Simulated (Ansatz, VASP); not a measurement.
**One calculation of ZrC, two programs**

File POSCAR:

```
ZrC
1.0
    2.8767109751      0.0000000000      0.0000000000
    0.0000000000      2.8767109751      0.0000000000
    0.0000000000      0.0000000000      2.8767109751
Zr C
1 1
Direct
    0.0000000000      0.0000000000      0.0000000000
    0.5000000000      0.5000000000      0.5000000000
```

File INCAR.step1:

```
SYSTEM = ZrC
  PREC = Accurate
  ENCUT = 660
  ISMEAR = 0
  SIGMA = 0.05
  LREAL = .False.
  LASPH = .True.
  NELM = 120
  NBANDS = 15
  GGA = PE
  ALGO = Normal
  EDIFF = 1E-5
  LWAVE = .True.
  LCHARG = .False.
  GGA_COMPAT = .False.
```

The input INCAR.step2:

```
SYSTEM = ZrC
  PREC = Accurate
  ENCUT = 660
  EDIFF = 1E-6
  ISMEAR = 0
  SIGMA = 0.05
  LREAL = .False.
  LASPH = .True.
  NELM = 120
  ALGO = Normal
  ISIF = 2
  LWAVE = .False.
  LCHARG = .True.
  METAGGA = R2SCAN
  LMIXTAU = .True.
  LELF = .True.
  LVHAR = .True.
  NBANDS = 15
  ISTART = 1
  GGA_COMPAT = .False.
```

File KPOINTS:

```
regular mesh
0
Gamma
  12 12 12
  0 0 0
```

Input for Ansatz:

```yaml
crystal:
  lattice:
    - [2.8767109751, 0.0, 0.0]
    - [0.0, 2.8767109751, 0.0]
    - [0.0, 0.0, 2.8767109751]
  atoms:
    - { symbol: Zr, position: [0.0, 0.0, 0.0] }
    - { symbol: C, position: [0.5, 0.5, 0.5] }
basis:
  ecutwfc: 500
  ecutrho_ratio: 4
kpoints:
  mp_grid: { grid: [12, 12, 12] }
hamiltonian:
  xc: r2scan
scf:
  occupations: { method: gaussian, width: 0.05 }
output:
  forces: true
  stress: true
  eigenvalues: true
```

Alike in both runs: task single point; functional r2SCAN; k mesh 12 × 12 × 12; occupations gaussian, width 0.05 eV; no spin polarisation.

|  | VASP | Ansatz |
| --- | --- | --- |
| version | VASP 6.6.1 | Ansatz 0.2.0 |
| potentials or method | VASP PAW PBE potentials, release 64 (Zr_sv, C), cutoff 660 eV | scalar-relativistic, plane waves, PAW |
| valence electrons in the cell | 16 | 16 |

Ansatz gave:

```
pressure (GPa) : 8.9
```

Which values does VASP return?

Pressure (GPa): 9.0.

VASP's potentials were made for PBE, not for r2SCAN.
